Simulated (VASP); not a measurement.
Input of a VASP 6.6.1 run:

Contents of INCAR:

```
SYSTEM = VTe3Mo
ALGO = Normal ; EDIFF = 1E-6
ENCUT = 520 ; GGA = PE
ISIF = 2 ; ISMEAR = 0
ISPIN = 2 ; LASPH = .TRUE.
LCHARG = .FALSE. ; LMAXMIX = 4
LORBIT = 11 ; LREAL = .FALSE.
LWAVE = .FALSE. ; MAGMOM = 2 0 0 0 0
NBANDS = 34 ; NELM = 150
PREC = Accurate ; SIGMA = 0.1
```

Contents of KPOINTS:

```
k-points
0
G
  4 4 4
  0 0 0
```

File POSCAR:

```
VTe3Mo
1.0
    5.2237480000      0.0000000000      0.0000000000
    0.0000000000      5.2237480000      0.0000000000
    0.0000000000      0.0000000000      5.2237480000
V Te Mo
1 3 1
Direct
    0.0000000000      0.0000000000      0.0000000000
    0.0000000000      0.5000000000      0.5000000000
    0.5000000000      0.0000000000      0.5000000000
    0.5000000000      0.5000000000      0.0000000000
    0.5000000000      0.5000000000      0.5000000000
```

Potentials or basis: VASP PAW PBE potentials, release 64 (V_sv, Te, Mo_sv).

The run is started by

```bash
$ cat potpaw_PBE.64/V_sv/POTCAR potpaw_PBE.64/Te/POTCAR potpaw_PBE.64/Mo_sv/POTCAR > POTCAR
$ mpirun -np 1 vasp_std > vasp.out
```

Estimate the pressure.

0.8 GPa.

What does it give for the net moment?

0.00 μB per cell.

Caveat: the moments typed at the start vanished in this run.
